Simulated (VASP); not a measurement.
A run of VASP 6.6.1 is set up as follows.

The input INCAR:

```
ALGO = Normal ; EDIFF = 1E-6
ENCUT = 600 ; GGA = PE
GGA_COMPAT = False ; ISIF = 2
ISMEAR = 0 ; LASPH = True
LCHARG = False ; LREAL = False
LWAVE = False ; NBANDS = 29
NELM = 120 ; PREC = Accurate
SIGMA = 0.2
```

Contents of KPOINTS:

```
k-points
0
Gamma
  5 5 5
```

POSCAR

```
BiO
1.0
    1.8994447741     -6.2048920304      0.0000000000
    1.8994447741      6.2048920304      0.0000000000
    0.0000000000      0.0000000000      3.2881784146
Bi O
2 2
Direct
    0.8643619979      0.1356380021      0.2500000000
    0.1356380021      0.8643619979      0.7500000000
    0.6703529800      0.3296470200      0.2500000000
    0.3296470200      0.6703529800      0.7500000000
```

Potentials or basis: VASP PAW PBE potentials, release 64 (Bi_d, O).

Run with:

```console
$ cat potpaw_PBE.64/Bi_d/POTCAR potpaw_PBE.64/O/POTCAR > POTCAR
$ mpirun -np 1 vasp_std > vasp.out
```

(1) Estimate the band gap on the k mesh.

(2) Estimate the pressure.

(3) Predict the largest force.

Answers

(1) zero (band 21 reaches 7.93 eV, above the bottom of band 22 at 6.48 eV).

(2) -0.1 GPa.

(3) 0.013 eV/Å.

Caveat: the k points lie up to 0.38 Å⁻¹ apart; spin-orbit coupling is left out, which moves the levels of the heavy elements.
